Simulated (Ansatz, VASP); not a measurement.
## Two plane-wave programs on SrO3

INCAR

```
ALGO = Normal
EDIFF = 1E-7
EDIFFG = -0.04
ENCUT = 600
GGA = PE
IBRION = 2
ISIF = 3
ISMEAR = 0
ISPIN = 2
LASPH = True
LCHARG = False
LORBIT = 11
LREAL = False
LWAVE = False
MAGMOM = 0 0 1 1 1 1 1 1
NELM = 150
NSW = 90
PREC = Accurate
SIGMA = 0.1
```

Contents of KPOINTS:

```
k-points
0
Gamma
  4 4 4
```

The input POSCAR:

```
SrO3
1.0
   -3.3269602900      3.3269602900      4.7050323700
    3.3269602900     -3.3269602900      4.7050323700
    3.3269602900      3.3269602900     -4.7050323700
Sr O
2 6
Direct
    0.5000000000      0.5000000000      0.0000000000
    0.0000000000      0.0000000000      0.0000000000
    0.2687712700      0.7687712700      0.0375425400
    0.7687712700      0.7312287300      0.5000000000
    0.7500000000      0.7500000000      0.0000000000
    0.7312287300      0.2312287300      0.9624574600
    0.2312287300      0.2687712700      0.5000000000
    0.2500000000      0.2500000000      0.0000000000
```

Input for Ansatz:

```yaml
crystal:
  lattice:
    - [-3.32696029, 3.32696029, 4.70503237]
    - [3.32696029, -3.32696029, 4.70503237]
    - [3.32696029, 3.32696029, -4.70503237]
  atoms:
    - { symbol: Sr, position: [0.5, 0.5, 0.0] }
    - { symbol: Sr, position: [0.0, 0.0, 0.0] }
    - { symbol: O, position: [0.26877127, 0.76877127, 0.03754254], spin: 1.0 }
    - { symbol: O, position: [0.76877127, 0.73122873, 0.5], spin: 1.0 }
    - { symbol: O, position: [0.75, 0.75, 0.0], spin: 1.0 }
    - { symbol: O, position: [0.73122873, 0.23122873, 0.96245746], spin: 1.0 }
    - { symbol: O, position: [0.23122873, 0.26877127, 0.5], spin: 1.0 }
    - { symbol: O, position: [0.25, 0.25, 0.0], spin: 1.0 }
basis:
  ecutwfc: 420
kpoints:
  mp_grid: { grid: [4, 4, 4] }
hamiltonian:
  xc: pbe
scf:
  occupations: { method: gaussian, width: 0.1 }
  lower_state_search: "off"
output:
  forces: true
  stress: true
  eigenvalues: true
  populations: true
magnetization:
  spin_polarized: true
relax:
  adjacent_minimum: "off"
  f_tol: 0.04
  max_steps: 70
  cell: { stress_tol: 0.4 }
```

Alike in both runs: task relaxation of cell and atoms; functional PBE; k mesh 4 × 4 × 4; occupations gaussian, width 0.1 eV; collinear spin.

```csv
,VASP,Ansatz
version,VASP 6.6.1,Ansatz 0.2.0
potentials or method,"VASP PAW PBE potentials, release 64 (Sr_sv, O), cutoff 600 eV","scalar-relativistic, plane waves, PAW"
valence electrons in the cell,56,56
```

VASP gave:

```
gap on the k mesh at the Fermi level, each at its own relaxed structure (eV) : none
net moment per atom (μB)                                                     : 1.00
size of the moment on the site where the two differ most (μB)                : 1.05
relaxed volume (Å³/atom)                                                     : 31.91
relaxed length of the cell vector where the two differ most in proportion (Å)              : 7.119
```

Estimate Ansatz's values.

gap on the k mesh at the Fermi level, each at its own relaxed structure (eV): none; net moment per atom (μB): 0.50; size of the moment on the site where the two differ most (μB): 0.37; relaxed volume (Å³/atom): 22.23; relaxed length of the cell vector where the two differ most in proportion (Å): 6.344.

The net moments are unlike, so the other rows may belong to different states. Site moments also hang on the region over which each program counts them. A gap of «none» marks a metal or a gap that the smearing closes.

Noted on VASP's run: the volume moved by over 15 % at a fixed basis, so the end points are rough.
